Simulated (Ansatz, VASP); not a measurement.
# Na3CuBi: VASP beside Ansatz

```xyz
5
Lattice="4.6444 0.0000 0.0000 0.0000 4.6444 0.0000 0.0000 0.0000 4.6444" Properties=species:S:1:pos:R:3 pbc="T T T"
Na    0.0000    2.3222    2.3222
Na    2.3222    0.0000    2.3222
Na    2.3222    2.3222    0.0000
Cu    0.0000    0.0000    0.0000
Bi    2.3222    2.3222    2.3222
```

Alike in both runs: task relaxation of cell and atoms; functional PBE; k mesh 4 × 4 × 4; occupations gaussian, width 0.1 eV; no spin polarisation.

|  | VASP | Ansatz |
| --- | --- | --- |
| version | VASP 6.6.1 | Ansatz 0.2.0 |
| potentials or method | VASP PAW PBE potentials, release 64 (Na_pv, Cu, Bi_d), cutoff 600 eV | scalar-relativistic, plane waves, PAW |
| valence electrons in the cell | 47 | 61 |

Ansatz gave:

| Item | Value |
| --- | --- |
| gap on the k mesh at the Fermi level, each at its own relaxed structure (eV) | none |
| relaxed volume (Å³/atom) | 41.60 |
| relaxed length of the cell vector where the two differ most in proportion (Å) | 5.925 |

**Question.** What did VASP give for the same quantities?

**Answer.** gap on the k mesh at the Fermi level, each at its own relaxed structure (eV): none; relaxed volume (Å³/atom): 41.55; relaxed length of the cell vector where the two differ most in proportion (Å): 5.922.

A gap of «none» marks a metal or a gap that the smearing closes. VASP's potentials hold 47 valence electrons a cell and Ansatz's 61, so a difference there can come from the potentials and not from the codes.

Neither program's run includes spin-orbit coupling. Noted on VASP's run: the volume moved by over 15 % at a fixed basis, so the end points are rough.
